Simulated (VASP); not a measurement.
Write the native input for VASP 6.6.1 that does the following.

```
Task                   : single point
Functional             : PBE
Potentials or basis    : VASP PAW PBE potentials, release 64 (Al, N)
Cutoff                 : 520 eV
k mesh                 : 1 × 1 × 1
Occupations            : fermi-dirac, width 0.01 eV
Spin                   : no spin polarisation
Dipole correction      : no
Further INCAR settings : LREAL = Auto; ALGO = Normal; EDIFF = 1e-06; NBANDS = 486
```

The structure of AlN lies in POSCAR:

```
AlN
1.0
   12.5190278652      0.0000001155      0.0000000000
   -6.2595140326     10.8417961042      0.0000000000
    0.0000000000      0.0000000000     15.0522097602
Al N
96 96
Direct
    0.1666666667      0.0833333333      0.1663677503
    0.0833333333      0.1666666667      0.3330344170
    0.1666666667      0.0833333333      0.4997010837
    0.0833333333      0.1666666667      0.6663677503
    0.1666666667      0.0833333333      0.8330344170
    0.0833333333      0.1666666667      0.9997010837
    0.1666666667      0.3333333333      0.1663677503
    0.0833333333      0.4166666667      0.3330344170
    0.1666666667      0.3333333333      0.4997010837
    0.0833333333      0.4166666667      0.6663677503
    0.1666666667      0.3333333333      0.8330344170
    0.0833333333      0.4166666667      0.9997010837
    0.1666666667      0.5833333333      0.1663677503
    0.0833333333      0.6666666667      0.3330344170
    0.1666666667      0.5833333333      0.4997010837
    0.0833333333      0.6666666667      0.6663677503
    0.1666666667      0.5833333333      0.8330344170
    0.0833333333      0.6666666667      0.9997010837
    0.1666666667      0.8333333333      0.1663677503
    0.0833333333      0.9166666667      0.3330344170
    0.1666666667      0.8333333333      0.4997010837
    0.0833333333      0.9166666667      0.6663677503
    0.1666666667      0.8333333333      0.8330344170
    0.0833333333      0.9166666667      0.9997010837
    0.4166666667      0.0833333333      0.1663677503
    0.3333333333      0.1666666667      0.3330344170
    0.4166666667      0.0833333333      0.4997010837
    0.3333333333      0.1666666667      0.6663677503
    0.4166666667      0.0833333333      0.8330344170
    0.3333333333      0.1666666667      0.9997010837
    0.4166666667      0.3333333333      0.1663677503
    0.3333333333      0.4166666667      0.3330344170
    0.4166666667      0.3333333333      0.4997010837
    0.3333333333      0.4166666667      0.6663677503
    0.4166666667      0.3333333333      0.8330344170
    0.3333333333      0.4166666667      0.9997010837
    0.4166666667      0.5833333333      0.1663677503
    0.3333333333      0.6666666667      0.3330344170
    0.4166666667      0.5833333333      0.4997010837
    0.3333333333      0.6666666667      0.6663677503
    0.4166666667      0.5833333333      0.8330344170
    0.3333333333      0.6666666667      0.9997010837
    0.4166666667      0.8333333333      0.1663677503
    0.3333333333      0.9166666667      0.3330344170
    0.4166666667      0.8333333333      0.4997010837
    0.3333333333      0.9166666667      0.6663677503
    0.4166666667      0.8333333333      0.8330344170
    0.3333333333      0.9166666667      0.9997010837
    0.6666666667      0.0833333333      0.1663677503
    0.5833333333      0.1666666667      0.3330344170
    0.6666666667      0.0833333333      0.4997010837
    0.5833333333      0.1666666667      0.6663677503
    0.6666666667      0.0833333333      0.8330344170
    0.5833333333      0.1666666667      0.9997010837
    0.6666666667      0.3333333333      0.1663677503
    0.5833333333      0.4166666667      0.3330344170
    0.6666666667      0.3333333333      0.4997010837
    0.5833333333      0.4166666667      0.6663677503
    0.6666666667      0.3333333333      0.8330344170
    0.5833333333      0.4166666667      0.9997010837
    0.6666666667      0.5833333333      0.1663677503
    0.5833333333      0.6666666667      0.3330344170
    0.6666666667      0.5833333333      0.4997010837
    0.5833333333      0.6666666667      0.6663677503
    0.6666666667      0.5833333333      0.8330344170
    0.5833333333      0.6666666667      0.9997010837
    0.6666666667      0.8333333333      0.1663677503
    0.5833333333      0.9166666667      0.3330344170
    0.6666666667      0.8333333333      0.4997010837
    0.5833333333      0.9166666667      0.6663677503
    0.6666666667      0.8333333333      0.8330344170
    0.5833333333      0.9166666667      0.9997010837
    0.9166666667      0.0833333333      0.1663677503
    0.8333333333      0.1666666667      0.3330344170
    0.9166666667      0.0833333333      0.4997010837
    0.8333333333      0.1666666667      0.6663677503
    0.9166666667      0.0833333333      0.8330344170
    0.8333333333      0.1666666667      0.9997010837
    0.9166666667      0.3333333333      0.1663677503
    0.8333333333      0.4166666667      0.3330344170
    0.9166666667      0.3333333333      0.4997010837
    0.8333333333      0.4166666667      0.6663677503
    0.9166666667      0.3333333333      0.8330344170
    0.8333333333      0.4166666667      0.9997010837
    0.9166666667      0.5833333333      0.1663677503
    0.8333333333      0.6666666667      0.3330344170
    0.9166666667      0.5833333333      0.4997010837
    0.8333333333      0.6666666667      0.6663677503
    0.9166666667      0.5833333333      0.8330344170
    0.8333333333      0.6666666667      0.9997010837
    0.9166666667      0.8333333333      0.1663677503
    0.8333333333      0.9166666667      0.3330344170
    0.9166666667      0.8333333333      0.4997010837
    0.8333333333      0.9166666667      0.6663677503
    0.9166666667      0.8333333333      0.8330344170
    0.8333333333      0.9166666667      0.9997010837
    0.1666666667      0.0833333333      0.2936322497
    0.0833333333      0.1666666667      0.1269655830
    0.1666666667      0.0833333333      0.6269655830
    0.0833333333      0.1666666667      0.4602989163
    0.1666666667      0.0833333333      0.9602989163
    0.0833333333      0.1666666667      0.7936322497
    0.1666666667      0.3333333333      0.2936322497
    0.0833333333      0.4166666667      0.1269655830
    0.1666666667      0.3333333333      0.6269655830
    0.0833333333      0.4166666667      0.4602989163
    0.1666666667      0.3333333333      0.9602989163
    0.0833333333      0.4166666667      0.7936322497
    0.1666666667      0.5833333333      0.2936322497
    0.0833333333      0.6666666667      0.1269655830
    0.1666666667      0.5833333333      0.6269655830
    0.0833333333      0.6666666667      0.4602989163
    0.1666666667      0.5833333333      0.9602989163
    0.0833333333      0.6666666667      0.7936322497
    0.1666666667      0.8333333333      0.2936322497
    0.0833333333      0.9166666667      0.1269655830
    0.1666666667      0.8333333333      0.6269655830
    0.0833333333      0.9166666667      0.4602989163
    0.1666666667      0.8333333333      0.9602989163
    0.0833333333      0.9166666667      0.7936322497
    0.4166666667      0.0833333333      0.2936322497
    0.3333333333      0.1666666667      0.1269655830
    0.4166666667      0.0833333333      0.6269655830
    0.3333333333      0.1666666667      0.4602989163
    0.4166666667      0.0833333333      0.9602989163
    0.3333333333      0.1666666667      0.7936322497
    0.4166666667      0.3333333333      0.2936322497
    0.3333333333      0.4166666667      0.1269655830
    0.4166666667      0.3333333333      0.6269655830
    0.3333333333      0.4166666667      0.4602989163
    0.4166666667      0.3333333333      0.9602989163
    0.3333333333      0.4166666667      0.7936322497
    0.4166666667      0.5833333333      0.2936322497
    0.3333333333      0.6666666667      0.1269655830
    0.4166666667      0.5833333333      0.6269655830
    0.3333333333      0.6666666667      0.4602989163
    0.4166666667      0.5833333333      0.9602989163
    0.3333333333      0.6666666667      0.7936322497
    0.4166666667      0.8333333333      0.2936322497
    0.3333333333      0.9166666667      0.1269655830
    0.4166666667      0.8333333333      0.6269655830
    0.3333333333      0.9166666667      0.4602989163
    0.4166666667      0.8333333333      0.9602989163
    0.3333333333      0.9166666667      0.7936322497
    0.6666666667      0.0833333333      0.2936322497
    0.5833333333      0.1666666667      0.1269655830
    0.6666666667      0.0833333333      0.6269655830
    0.5833333333      0.1666666667      0.4602989163
    0.6666666667      0.0833333333      0.9602989163
    0.5833333333      0.1666666667      0.7936322497
    0.6666666667      0.3333333333      0.2936322497
    0.5833333333      0.4166666667      0.1269655830
    0.6666666667      0.3333333333      0.6269655830
    0.5833333333      0.4166666667      0.4602989163
    0.6666666667      0.3333333333      0.9602989163
    0.5833333333      0.4166666667      0.7936322497
    0.6666666667      0.5833333333      0.2936322497
    0.5833333333      0.6666666667      0.1269655830
    0.6666666667      0.5833333333      0.6269655830
    0.5833333333      0.6666666667      0.4602989163
    0.6666666667      0.5833333333      0.9602989163
    0.5833333333      0.6666666667      0.7936322497
    0.6666666667      0.8333333333      0.2936322497
    0.5833333333      0.9166666667      0.1269655830
    0.6666666667      0.8333333333      0.6269655830
    0.5833333333      0.9166666667      0.4602989163
    0.6666666667      0.8333333333      0.9602989163
    0.5833333333      0.9166666667      0.7936322497
    0.9166666667      0.0833333333      0.2936322497
    0.8333333333      0.1666666667      0.1269655830
    0.9166666667      0.0833333333      0.6269655830
    0.8333333333      0.1666666667      0.4602989163
    0.9166666667      0.0833333333      0.9602989163
    0.8333333333      0.1666666667      0.7936322497
    0.9166666667      0.3333333333      0.2936322497
    0.8333333333      0.4166666667      0.1269655830
    0.9166666667      0.3333333333      0.6269655830
    0.8333333333      0.4166666667      0.4602989163
    0.9166666667      0.3333333333      0.9602989163
    0.8333333333      0.4166666667      0.7936322497
    0.9166666667      0.5833333333      0.2936322497
    0.8333333333      0.6666666667      0.1269655830
    0.9166666667      0.5833333333      0.6269655830
    0.8333333333      0.6666666667      0.4602989163
    0.9166666667      0.5833333333      0.9602989163
    0.8333333333      0.6666666667      0.7936322497
    0.9166666667      0.8333333333      0.2936322497
    0.8333333333      0.9166666667      0.1269655830
    0.9166666667      0.8333333333      0.6269655830
    0.8333333333      0.9166666667      0.4602989163
    0.9166666667      0.8333333333      0.9602989163
    0.8333333333      0.9166666667      0.7936322497
```

The input as run:

INCAR

```
PREC = Accurate ; ENCUT = 520
EDIFF = 1E-6 ; ISMEAR = -1
SIGMA = 0.01 ; LREAL = Auto
LASPH = T ; NELM = 100
ALGO = Normal ; ISIF = 2
LWAVE = F ; LCHARG = T
GGA = PE ; LELF = T
LVHAR = T ; NBANDS = 486
LUSENCCL = F
```

KPOINTS

```
regular mesh
0
Gamma
  1 1 1
```

Potentials or basis: VASP PAW PBE potentials, release 64 (Al, N).

Command:

```bash
$ cat potpaw_PBE.64/Al/POTCAR potpaw_PBE.64/N/POTCAR > POTCAR
$ mpirun -np 1 vasp_gam > vasp.out
```

Results of the run:

```json
{"Pressure": "-0.2 GPa", "Band gap on the k mesh": "4.04 eV"}
```

Caveat: the k points lie up to 0.58 Å⁻¹ apart.

It took 4.5 min on 1 × NVIDIA H100 80GB with 1 thread of AMD EPYC 7R13 Processor (Zen 3) (shared host), peak memory 2.2 GiB.
